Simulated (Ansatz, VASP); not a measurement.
C: VASP beside Ansatz

```
C
1.0
     1.22792    0.70894    3.51908
    -1.22792    0.70894    3.51908
     0.00000   -1.41788    3.51908
C
2
Cartesian
  0.0000 0.0000 1.7593
  0.0000 0.0000 8.7980
```

Alike in both runs: task single point; functional r2SCAN; k mesh 12 × 12 × 12; occupations gaussian, width 0.05 eV; no spin polarisation.

|  | VASP | Ansatz |
| --- | --- | --- |
| version | VASP 6.6.1 | Ansatz 0.2.0 |
| potentials or method | VASP PAW PBE potentials, release 64 (C), cutoff 520 eV | scalar-relativistic, plane waves, PAW |
| valence electrons in the cell | 8 | 8 |

Ansatz gave:

| Quantity | Value |
| --- | --- |
| gap on the k mesh at the Fermi level (eV) | 0.52 |
| least direct gap on the mesh (eV) | 0.52 |
| pressure (GPa) | 0.0 |
| traceless stress, the component that is largest in VASP (GPa) | -0.16 |

**Question.** Estimate VASP's values.

**Answer.** gap on the k mesh at the Fermi level (eV): 0.52; least direct gap on the mesh (eV): 0.52; pressure (GPa): 0.7; traceless stress, the component that is largest in VASP (GPa): -0.91.

VASP's potentials were made for PBE, not for r2SCAN. With one functional, cell and mesh, what is left measures potentials, basis and numerics.
